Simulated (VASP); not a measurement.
ZrB2, 3 atoms in the cell. It takes space group P6/mmm (No. 191, hexagonal). Conventional cell: a = 3.170 Å, b = 3.170 Å, c = 3.533 Å, α = 90.00°, β = 90.00°, γ = 120.00°. Zr (site symmetry 6/mmm) has 12 B at 2.54 Å and 8 Zr at 3.17 to 3.53 Å within 3.6 Å. Within 2.4 Å of B (site symmetry -6m2) lie 3 B at 1.83 Å. 

```yaml
Program: VASP 6.6.1
Task: single point
Functional: LDA
Potentials_or_basis: VASP PAW LDA potentials, release 64 (Zr_sv, B)
Cutoff: 520 eV
k_mesh: 15 × 15 × 11
Occupations: fermi-dirac, width 0.02 eV
Spin: no spin polarisation
Dipole_correction: no
Further_INCAR_settings: ALGO = Normal; EDIFF = 1e-06; NBANDS = 16
```

Potentials or basis: VASP PAW LDA potentials, release 64 (Zr_sv, B).

The run is started by

```bash
$ cat potpaw_LDA.64/Zr_sv/POTCAR potpaw_LDA.64/B/POTCAR > POTCAR
$ mpirun -np 1 vasp_std > vasp.out
```

Hardware: 1 thread of Intel(R) Xeon(R) Platinum 8375C CPU @ 2.90GHz (Ice Lake), with other jobs on the host.

Estimate the wall time of this run.

Run time: 77 s on 1 thread of Intel(R) Xeon(R) Platinum 8375C CPU @ 2.90GHz (Ice Lake) (shared host), peak memory 0.19 GiB. Counts: scf iterations 13, k points 162.
